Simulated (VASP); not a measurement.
Input of a VASP 6.6.1 run:

The input INCAR:

```
PREC     = Accurate       # precision mode
ENCUT    = 520            # plane-wave cutoff, eV
EDIFF    = 1E-7           # SCF threshold, eV
ISMEAR   = 0              # smearing method
SIGMA    = 0.1            # smearing width, eV
LREAL    = Auto         
LASPH    = True           # aspherical terms in the spheres
NELM     = 80             # most SCF steps
ALGO     = Normal         # electronic algorithm
ISIF     = 2              # what is computed and relaxed
LWAVE    = False          # write WAVECAR
LCHARG   = False          # write CHGCAR
GGA      = PS             # functional
NBANDS   = 78             # bands
```

File KPOINTS:

```
regular mesh
0
Gamma
  11 8 1
```

Contents of POSCAR:

```
TiC
1.0
    3.0358717261      0.0000000000      0.0000000000
    0.0000000000      4.2933709686      0.0000000000
    0.0000000000      0.0000000000     15.6255510413
Ti C
8 8
Direct
    0.5000000000      0.5000000000      0.1599943575
    0.0000000000      0.0000000000      0.2571388268
    0.5000000000      0.5000000000      0.3542832961
    0.0000000000      0.0000000000      0.4514277654
    0.5000000000      0.5000000000      0.5485722346
    0.0000000000      0.0000000000      0.6457167039
    0.5000000000      0.5000000000      0.7428611732
    0.0000000000      0.0000000000      0.8400056425
    0.5000000000      0.0000000000      0.1599943575
    0.0000000000      0.5000000000      0.2571388268
    0.5000000000      0.0000000000      0.3542832961
    0.0000000000      0.5000000000      0.4514277654
    0.5000000000      0.0000000000      0.5485722346
    0.0000000000      0.5000000000      0.6457167039
    0.5000000000      0.0000000000      0.7428611732
    0.0000000000      0.5000000000      0.8400056425
```

Potentials or basis: VASP PAW PBE potentials, release 64 (Ti_sv, C).

Run with:

```bash
$ cat potpaw_PBE.64/Ti_sv/POTCAR potpaw_PBE.64/C/POTCAR > POTCAR
$ mpirun -np 1 vasp_std > vasp.out
```

Estimate the band gap on the k mesh.

zero (bands 64 and 65 overlap by 0.72 eV).

Predict the largest force.

2.163 eV/Å.

Forces in eV/Å, atoms in the order of the input:
```
Ti   0.000  0.000  2.163
Ti   0.000  0.000 -0.375
Ti   0.000  0.000  0.431
Ti   0.000  0.000  0.181
Ti   0.000  0.000 -0.181
Ti   0.000  0.000 -0.431
Ti   0.000  0.000  0.375
Ti   0.000  0.000 -2.163
C    0.000  0.000 -0.469
C    0.000  0.000 -1.675
C    0.000  0.000 -0.187
C    0.000  0.000 -0.094
C    0.000  0.000  0.094
C    0.000  0.000  0.187
C    0.000  0.000  1.675
C    0.000  0.000  0.469
```

Caveat: the k points lie up to 0.40 Å⁻¹ apart, too coarse for converged energies and pressures of a metal; the PAW data sets were made with another functional, which shifts forces and pressure a little.
